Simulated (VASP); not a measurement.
# LiH (I-4m2) in VASP: a series of runs

Aim: see how the results for LiH move with the level of theory and the settings. Levels: PBE, r2SCAN, HSE06. Tasks: single point.

Program: VASP 6.6.1. These are calculated values, not measurements. Logs are shortened: lines on timing, memory, paths and dates and some standing lists are left out, and cuts for length are marked.

## 1. The cell of the first run

Symmetry: I-4m2, No. 119, tetragonal system. The conventional cell has a = 3.034 Å, b = 3.034 Å, c = 4.306 Å, α = 90.00°, β = 90.00°, γ = 90.00°. Li (site symmetry -4m2) has 4 H at 1.86 Å within 2.5 Å. Within 2.5 Å of H (site symmetry -4m2) lie 4 Li at 1.86 Å.

## 2. Single point, PBE (uniaxial z strain +0.4%)

The input, INCAR:

```
SYSTEM = LiH
  PREC = Accurate
  ENCUT = 520
  EDIFF = 1E-6
  ISMEAR = -1
  SIGMA = 0.02
  LREAL = .False.
  LASPH = .True.
  NELM = 80
  ALGO = Normal
  ISIF = 2
  LWAVE = .False.
  LCHARG = .False.
  GGA = PE
  NBANDS = 9
```

The input, KPOINTS:

```
Automatic mesh
0
Gamma
  10 10 10
  0 0 0
```

The input, POSCAR:

```
LiH
1.0
    0.0000000000      2.1451220117      2.1530589631
    2.1451220117      0.0000000000      2.1530589631
    2.1451220117      2.1451220117      0.0000000000
Li H
1 1
Direct
    0.0000000000      0.0000000000      0.0000000000
    0.2500000000      0.2500000000      0.2500000000
```

Potentials or basis: VASP PAW PBE potentials, release 64 (Li_sv, H).

The run is started by

```console
$ cat potpaw_PBE.64/Li_sv/POTCAR potpaw_PBE.64/H/POTCAR > POTCAR
$ mpirun -np 1 vasp_std > vasp.out
```

OUTCAR:

```text
SYSTEM = LiH
   PREC = Accurate
   ENCUT = 520
   EDIFF = 1E-6
   ISMEAR = -1
   LREAL = .False.
   LASPH = .True.
   NELM = 80
   ISIF = 2
   GGA = PE

 ion  position               nearest neighbor table
   1  0.000  0.000  0.000-
   2  0.250  0.250  0.250-

  LATTYP: Found a body centered tetragonal cell.
 ALAT       =     3.0336606419
 C/A-ratio  =     1.4194461525

  Lattice vectors:

 A1 = (  -2.1451220117,   0.0000000000,   2.1530589631)
 A2 = (   2.1451220117,   0.0000000000,   2.1530589631)
 A3 = (   0.0000000000,   2.1451220117,  -2.1530589631)

Analysis of symmetry for initial positions (statically):
=====================================================================
 Subroutine PRICEL returns:
 Original cell was already a primitive cell.

 Routine SETGRP: Setting up the symmetry group for a
 body centered tetragonal supercell.

 Subroutine GETGRP returns: Found  8 space group operations
 (whereof  8 operations were pure point group operations)
 out of a pool of 16 trial point group operations.

The static configuration has the point symmetry D_2d.

Analysis of symmetry for dynamics (positions and initial velocities):
=====================================================================
 Subroutine PRICEL returns:
 Original cell was already a primitive cell.

 Routine SETGRP: Setting up the symmetry group for a
 body centered tetragonal supercell.

 Subroutine GETGRP returns: Found  8 space group operations
 (whereof  8 operations were pure point group operations)
 out of a pool of 16 trial point group operations.

The dynamic configuration has the point symmetry D_2d.

 Subroutine INISYM returns: Found  8 space group operations
 (whereof  8 operations are pure point group operations),
 and found     1 'primitive' translations

----------------------------------------------------------------------------------------

                                     Primitive cell

  volume of cell :      19.8148

  direct lattice vectors                    reciprocal lattice vectors
     0.000000000  2.145122012  2.153058963    -0.233086975  0.233086975  0.232227732
     2.145122012  0.000000000  2.153058963     0.233086975 -0.233086975  0.232227732
     2.145122012  2.145122012  0.000000000     0.233086975  0.233086975 -0.232227732

  length of vectors
     3.039278096  3.039278096  3.033660642     0.403223009  0.403223009  0.403223009

  position of ions in fractional coordinates (direct lattice)
     0.000000000  0.000000000  0.000000000
     0.250000000  0.250000000  0.250000000

  ion indices of the primitive-cell ions
   primitive index   ion index
                 1           1
                 2           2

----------------------------------------------------------------------------------------

 KPOINTS: Automatic mesh

Automatic generation of k-mesh.
 Grid dimensions read from file:
 generate k-points for:   10   10   10

 Generating k-lattice:

  Cartesian coordinates                     Fractional coordinates (reciprocal lattice)
    -0.023308697  0.023308697  0.023222773     0.100000000 -0.000000000  0.000000000
     0.023308697 -0.023308697  0.023222773    -0.000000000  0.100000000  0.000000000
     0.023308697  0.023308697 -0.023222773     0.000000000  0.000000000  0.100000000

  Length of vectors
     0.040322301  0.040322301  0.040322301

  Shift w.r.t. Gamma in fractional coordinates (k-lattice)
     0.000000000  0.000000000  0.000000000

 Subroutine IBZKPT returns following result:
 ===========================================

 Found    102 irreducible k-points:

 Following reciprocal coordinates:
            Coordinates               Weight
  0.000000  0.000000  0.000000      1.000000
  0.100000  0.000000  0.000000      8.000000
  0.200000  0.000000  0.000000      8.000000
  0.300000 -0.000000  0.000000      8.000000
  0.400000 -0.000000  0.000000      8.000000
  0.500000  0.000000  0.000000      4.000000
[... 16 lines left out ...]
  0.300000  0.300000  0.000000      2.000000
  0.400000  0.300000  0.000000      8.000000
 [... further k-points ...]
   k-points           NKPTS =    102   k-points in BZ     NKDIM =    102   number of bands    NBANDS=      9
   number of dos      NEDOS =    301   number of ions     NIONS =      2
   total plane-waves  NPLWV =  13824
   dimension x,y,z NGX =    24 NGY =   24 NGZ =   24
   dimension x,y,z NGXF=    48 NGYF=   48 NGZF=   48
   ions per type =               1   1
   NGX,Y,Z   is equivalent  to a cutoff of  13.13, 13.13, 13.15 a.u.
   NGXF,Y,Z  is equivalent  to a cutoff of  26.26, 26.26, 26.30 a.u.
 SYSTEM =  LiH
   PREC   = accura    normal or accurate (medium, high low for compatibility)
   ISTART =      0    job   : 0-new  1-cont  2-samecut
   ICHARG =      2    charge: 1-file 2-atom 10-const
   ISPIN  =      1    spin polarized calculation?
   LNONCOLLINEAR =      F non collinear calculations
   LSORBIT =      F    spin-orbit coupling
   LASPH  =      T    aspherical Exc in radial PAW
   ENCUT  =  520.0 eV  38.22 Ry    6.18 a.u.   5.65  5.65  5.64*2*pi/ulx,y,z
   NELM   =     80;   NELMIN=  2; NELMDL= -5     # of ELM steps
   EDIFF  = 0.1E-05   stopping-criterion for ELM
   LREAL  =      F    real-space projection
   EDIFFG = 0.1E-04   stopping-criterion for IOM
   NSW    =      0    number of steps for IOM
   IBRION =     -1    ionic relax: 0-MD 1-quasi-New 2-CG
   NFREE  =      0    steps in history (QN), initial steepest desc. (CG)
   ISIF   =      2    stress and relaxation
   ISYM   =      2    0-nonsym 1-usesym 2-fastsym
   POTIM  = 0.5000    time-step for ionic-motion
   TEBEG  =    0.0;   TEEND  =   0.0 temperature during run
   PSTRESS=    0.0 pullay stress
   NELECT =       4.0000    total number of electrons
   NUPDOWN=      -1.0000    fix difference up-down
   EMIN   =  10.00;   EMAX   =-10.00  energy-range for DOS
   EFERMI =   0.00;   METHOD = LEGACY
   ISMEAR =    -1;   SIGMA  =   0.02  broadening in eV -4-tet -1-fermi 0-gaus
   EFERMI_NEDOS =   21; number of points for ismear=-14 and -15
   IALGO  =     38    algorithm
   IMIX   =      4    mixing-type and parameters
     AMIX     =   0.40;   BMIX     =  1.00
     AMIX_MAG =   1.60;   BMIX_MAG =  1.00
  volume/ion in A,a.u.               =       9.91        66.86
  Fermi-wavevector in a.u.,A,eV,Ry     =   0.960354  1.814807 12.548389  0.922281
  Thomas-Fermi vector in A             =   2.089631
   LORBIT       =      0    0 simple, 1 ext, 2 COOP (PROOUT), +10 PAW based schemes
   GGA     = PE    functional components
   LHFCALC =     F    Hartree Fock is set to
   AEXX    =    0.0000 exact exchange contribution
   IVDW    =     0    specifies the selected vdW correction
   LEPSILON=     F    determine dielectric tensor
   LRPA    =     F    only Hartree local field effects (RPA)
 non-spin polarized calculation
  energy-cutoff  :      520.00
  volume of cell :       19.81
 maximum number of plane-waves:       544
   NGX = 11   NGY = 11   NGZ = 11

 number of electron       3.9999994 magnetization

 Free energy of the ion-electron system (eV)
  ---------------------------------------------------
  ext. energy  EPLUGINS =         0.00000000
  ---------------------------------------------------
  free energy    TOTEN  =        -6.03061035 eV

  energy without entropy =       -6.03061035  energy(sigma->0) =       -6.03061035

 E-fermi :  -1.1113     XC(G=0):  -7.6827

 val. band max:       -1.6889352644   @ k =  -0.3000   0.2000   0.5000
 cond. band min:       2.5378748480   @ k =   0.5000   0.0000   0.0000
 fundamental gap:      4.2268101125
 Fermi energy:        -1.1112918194

 k-point     1 :       0.0000    0.0000    0.0000
  band No.  band energies     occupation
      1     -45.0288      2.00000
      2      -5.3520      2.00000
      3      11.3674      0.00000
      4      15.5618      0.00000
      5      15.5659      0.00000
      6      15.5659      0.00000
      7      18.1282      0.00000
      8      18.1297      0.00000
      9      18.1297      0.00000

 k-point     2 :       0.1000    0.0000    0.0000
  band No.  band energies     occupation
      1     -45.0267      2.00000
      2      -5.1954      2.00000
      3      10.4343      0.00000
      4      14.3109      0.00000
      5      15.0046      0.00000
      6      15.0184      0.00000
      7      18.9375      0.00000
      8      18.9379      0.00000
      9      20.7119      0.00000

 k-point     3 :       0.2000    0.0000    0.0000
  band No.  band energies     occupation
      1     -45.0211      2.00000
      2      -4.7335      2.00000
      3       7.9871      0.00000
      4      14.0031      0.00000
      5      14.2116      0.00000
      6      14.2411      0.00000
      7      19.5964      0.00000
      8      19.6524      0.00000
      9      21.4514      0.00000

 k-point     4 :       0.3000   -0.0000    0.0000
  band No.  band energies     occupation
      1     -45.0142      2.00000
      2      -4.0072      2.00000
      3       5.4142      0.00000
      4      13.6651      0.00000
      5      13.7126      0.00000
      6      14.1932      0.00000
      7      18.5841      0.00000
      8      18.6698      0.00000
      9      20.7318      0.00000
[... 205 lines left out ...]
 k-point    22 :      -0.2000    0.2000    0.0000
  band No.  band energies     occupation
      1     -45.0118      2.00000
      2      -3.7548      2.00000
      3       5.6027      0.00000
      4       9.9427      0.00000
      5      14.0215      0.00000
      6      14.8745      0.00000
      7      18.4479      0.00000
      8      20.1035      0.00000
      9      21.2768      0.00000

 k-point    23 :       0.3000    0.3000    0.0000
  band No.  band energies     occupation
      1     -45.0096      2.00000
      2      -3.5980      2.00000
      3       7.3265      0.00000
      4      10.3136      0.00000
      5      10.3136      0.00000
      6      11.5403      0.00000
      7      16.2939      0.00000
      8      25.6600      0.00000
      9      26.3468      0.00000

 k-point    24 :       0.4000    0.3000    0.0000
  band No.  band energies     occupation
      1     -45.0052      2.00000
      2      -2.9801      2.00000
      3       6.0198      0.00000
      4       9.0538      0.00000
      5       9.9250      0.00000
      6      11.6010      0.00000
      7      16.6920      0.00000
      8      25.3651      0.00000
      9      26.1078      0.00000

 [... further k-points ...]
[... 5 lines left out ...]
  --------------------------------------------------------------------------------------
  -------------------------------------------------------------------------------------
  Total       -0.0354478     -0.0354478     -0.0422385      0.0000000      0.0000000      0.0000000
  in kB       -2.8662244     -2.8662244     -3.4152990      0.0000000      0.0000000      0.0000000
  external PRESSURE =      -3.0492493 kB  Pullay stress =       0.0000000 kB

 VOLUME and BASIS-vectors are now :
 -----------------------------------------------------------------------------
  energy-cutoff  :      520.00
  volume of cell :       19.81
      direct lattice vectors                 reciprocal lattice vectors
     0.000000000  2.145122012  2.153058963    -0.233086975  0.233086975  0.232227732
     2.145122012  0.000000000  2.153058963     0.233086975 -0.233086975  0.232227732
     2.145122012  2.145122012  0.000000000     0.233086975  0.233086975 -0.232227732

 POSITION                                       TOTAL-FORCE (eV/Angst)
 -----------------------------------------------------------------------------------
      0.00000      0.00000      0.00000         0.000000      0.000000     -0.000000
      1.07256      1.07256      1.07653        -0.000000     -0.000000      0.000000
 -----------------------------------------------------------------------------------
    total drift:                               -0.000000     -0.000000     -0.000000

  FREE ENERGIE OF THE ION-ELECTRON SYSTEM (eV)
  ---------------------------------------------------
  free  energy   TOTEN  =        -6.0306103454 eV

  energy  without entropy=       -6.0306103454  energy(sigma->0) =       -6.03061035
```

Wall time 8.4 s (1 thread of Intel Xeon Platinum 8488C (Sapphire Rapids), shared host); peak memory 0.14 GiB.

Results:

```yaml
Free_energy: -6.0306 eV
Band_gap_on_the_k_mesh: 4.23 eV, indirect (least direct gap 5.26 eV)
```

Caveat: the cell differs from its parent crystal (uniaxial z strain +0.4%); the cutoff is under 1.25 times the usual one of these potentials, so pressure, stress and relaxed cells hold a basis-set (Pulay) error. A k mesh can miss the band edges.

## 3. Single point, r2SCAN (uniaxial z strain +0.4%)

POSCAR is that of step 2.

The input, INCAR.step1:

```
SYSTEM = LiH
PREC = Accurate ; ENCUT = 520
ISMEAR = 0 ; SIGMA = 0.01
LREAL = .False. ; LASPH = .True.
NELM = 60 ; NBANDS = 9
GGA = PE ; ALGO = Normal
EDIFF = 1E-4 ; LWAVE = .True.
LCHARG = .False.
```

The input, INCAR.step2:

```
SYSTEM = LiH
PREC = Accurate ; ENCUT = 520
EDIFF = 1E-6 ; ISMEAR = 0
SIGMA = 0.01 ; LREAL = .False.
LASPH = .True. ; NELM = 60
ALGO = Normal ; ISIF = 2
LWAVE = .False. ; LCHARG = .False.
METAGGA = R2SCAN ; LMIXTAU = .True.
NBANDS = 9 ; ISTART = 1
```

The input, KPOINTS:

```
regular mesh
0
Gamma
  10 10 10
  0 0 0
```

Potentials or basis: VASP PAW PBE potentials, release 64 (Li_sv, H).

The run is started by

```console
$ cat potpaw_PBE.64/Li_sv/POTCAR potpaw_PBE.64/H/POTCAR > POTCAR
$ cp INCAR.step1 INCAR
$ mpirun -np 1 vasp_std > vasp.out
$ cp INCAR.step2 INCAR
$ mpirun -np 1 vasp_std > vasp.out
```

Wall time 49 s (1 thread of Intel Xeon Platinum 8488C (Sapphire Rapids), shared host); peak memory 0.14 GiB.

It converged, with:

```yaml
Free_energy: -6.7105 eV
Band_gap_on_the_k_mesh: 4.81 eV, indirect (least direct gap 5.84 eV)
```

Levels at points of the mesh, in eV from the valence-band top:
| k point | band 1 | band 2 | band 3 | band 4 | band 5 | band 6 |
| --- | --- | --- | --- | --- | --- | --- |
| (0.00, 0.00, 0.00) | -44.71 | -3.65 | 14.11 | 18.85 | 18.86 | 18.86 |
| (0.50, 0.00, 0.00) | -44.69 | -1.03 | 4.81 | 16.19 | 16.26 | 17.32 |
| (0.50, 0.50, 0.00) | -44.68 | -0.32 | 7.82 | 10.80 | 11.58 | 11.58 |
| (0.50, 0.00, 0.50) | -44.68 | -0.29 | 7.87 | 10.76 | 11.52 | 11.53 |

Caveat: the cell differs from its parent crystal (uniaxial z strain +0.4%); the cutoff is under 1.25 times the usual one of these potentials, so pressure, stress and relaxed cells hold a basis-set (Pulay) error; the PAW data sets were made with another functional, which shifts forces and pressure a little. A k mesh can miss the band edges.

## 4. Single point, HSE06 (uniaxial z strain +0.4%)

POSCAR is that of step 3.

The input, INCAR.step1:

```
SYSTEM = LiH
PREC = Accurate
ENCUT = 520
EDIFF = 1E-5
ISMEAR = 0
SIGMA = 0.01
LREAL = .False.
LASPH = .True.
NELM = 80
ALGO = Normal
ISIF = 2
LWAVE = .True.
LCHARG = .False.
NBANDS = 9
GGA = PE
```

The input, INCAR.step2:

```
SYSTEM = LiH
PREC = Accurate
ENCUT = 520
EDIFF = 1E-6
ISMEAR = 0
SIGMA = 0.01
LREAL = .False.
LASPH = .True.
NELM = 80
ALGO = Normal
ISIF = 2
LWAVE = .False.
LCHARG = .False.
GGA = PE
LHFCALC = .True.
HFSCREEN = 0.2079
PRECFOCK = Normal
NBANDS = 9
ISTART = 1
```

The input, KPOINTS:

```
regular mesh
0
Gamma
  8 8 8
  0 0 0
```

The run is started by

```console
$ cat potpaw_PBE.64/Li_sv/POTCAR potpaw_PBE.64/H/POTCAR > POTCAR
$ cp INCAR.step1 INCAR
$ mpirun -np 1 vasp_std > vasp.out
$ cp INCAR.step2 INCAR
$ mpirun -np 1 vasp_std > vasp.out
```

It took 5.8 min on 1 thread of Intel Xeon Platinum 8488C (Sapphire Rapids), shared host; peak memory 0.25 GiB.

It converged, with:

* Free energy: -6.6825 eV
* Band gap on the k mesh: 5.23 eV, indirect (least direct gap 6.41 eV)

Levels at points of the mesh, in eV from the valence-band top:
| k point | band 1 | band 2 | band 3 | band 4 | band 5 | band 6 |
| --- | --- | --- | --- | --- | --- | --- |
| (0.00, 0.00, 0.00) | -46.28 | -4.15 | 14.61 | 18.81 | 18.81 | 18.81 |
| (0.50, 0.00, 0.00) | -46.25 | -1.18 | 5.23 | 16.53 | 16.60 | 17.57 |
| (0.50, 0.50, 0.00) | -46.25 | -0.40 | 8.27 | 11.25 | 12.13 | 12.13 |
| (0.50, 0.00, 0.50) | -46.25 | -0.36 | 8.32 | 11.21 | 12.07 | 12.08 |

Caveat: the cell differs from its parent crystal (uniaxial z strain +0.4%); the cutoff is under 1.25 times the usual one of these potentials, so pressure, stress and relaxed cells hold a basis-set (Pulay) error; the PAW data sets were made with another functional, which shifts forces and pressure a little.

## 5. Summary

```csv
level,k mesh,smearing,grid for exact exchange (PRECFOCK),screening parameter,gap on the mesh (eV)
PBE,10 × 10 × 10,fermi-dirac 0.02 eV,-,-,4.23
r2SCAN,10 × 10 × 10,gaussian 0.01 eV,-,-,4.81
HSE06,8 × 8 × 8,gaussian 0.01 eV,Normal,0.2079 1/Å,5.23
```

Alike in all rows: task single point; potentials or basis VASP PAW PBE potentials, release 64 (Li_sv, H); no spin polarisation; cell as given; cutoff (eV) 520.

Caveats: the cutoff is under 1.25 times the usual one of these potentials, so pressure, stress and relaxed cells hold a basis-set (Pulay) error; the PAW data sets were made with another functional, which shifts forces and pressure a little (some runs).

Total energies depend on the potentials used, so only differences within one code and one set of settings carry meaning.
